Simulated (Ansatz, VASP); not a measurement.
Two plane-wave programs on Eu

The input INCAR:

```
SYSTEM = Eu
  PREC = Accurate
  ENCUT = 520
  EDIFF = 1E-6
  ISMEAR = -1
  SIGMA = 0.01
  LREAL = .False.
  LASPH = .True.
  NELM = 150
  ALGO = Normal
  ISIF = 2
  LWAVE = .False.
  LCHARG = .False.
  ISPIN = 2
  MAGMOM = 6.925
  LORBIT = 11
  LMAXMIX = 6
  GGA = CA
  NBANDS = 18
```

File KPOINTS:

```
Automatic mesh
0
Gamma
  11 11 11
  0 0 0
```

Contents of POSCAR:

```
Eu
1.0
   -2.0544259245      2.0544259245      2.0544259245
    2.0544259245     -2.0544259245      2.0544259245
    2.0544259245      2.0544259245     -2.0544259245
Eu
1
Direct
    0.0000000000      0.0000000000      0.0000000000
```

Input for Ansatz:

```yaml
crystal:
  lattice:
    - [-2.0544259245, 2.0544259245, 2.0544259245]
    - [2.0544259245, -2.0544259245, 2.0544259245]
    - [2.0544259245, 2.0544259245, -2.0544259245]
  atoms:
    - { symbol: Eu, position: [0.0, 0.0, 0.0], spin: 6.925 }
hamiltonian:
  xc: lda
  pseudopotentials:
    kind: paw
    azcp:
      Eu: "pseudopotentials/Eu.paw.azcp"
basis:
  ecutwfc: 420
  fft_grid_basis: typed
kpoints:
  mp_grid: { grid: [11, 11, 11], shift: [0, 0, 0] }
magnetization:
  spin_polarized: true
scf:
  occupations: { method: fermi_dirac, width: 0.01 }
  lower_state_search: "off"
output:
  stress: true
  write_density: true
  write_potential: true
  elf: true
  volumetric_format: npy
```

Alike in both runs: task single point; functional LDA; k mesh 11 × 11 × 11; occupations fermi-dirac, width 0.01 eV; collinear spin.

```csv
,VASP,Ansatz
version,VASP 6.6.1,Ansatz 0.2.0
potentials or method,"VASP PAW PBE potentials, release 64 (Eu), cutoff 520 eV","plane waves (420 eV) with PAW, scalar-relativistic"
valence electrons in the cell,17,17
```

```csv
,VASP,Ansatz,Ansatz less VASP
pressure (GPa),-0.4,0.0,+0.38
net moment per atom (μB),7.09,7.17,+0.077
size of the moment on the site where the two differ most (μB),6.63,6.93,+0.302
```

VASP's potentials were made for PBE, not for LDA, and Ansatz warns of the same on its side. LDA's correlation is that of Perdew and Zunger in VASP and of Perdew and Wang (1992) in Ansatz. Site moments also hang on the region over which each program counts them.

Spin-orbit coupling is off throughout.
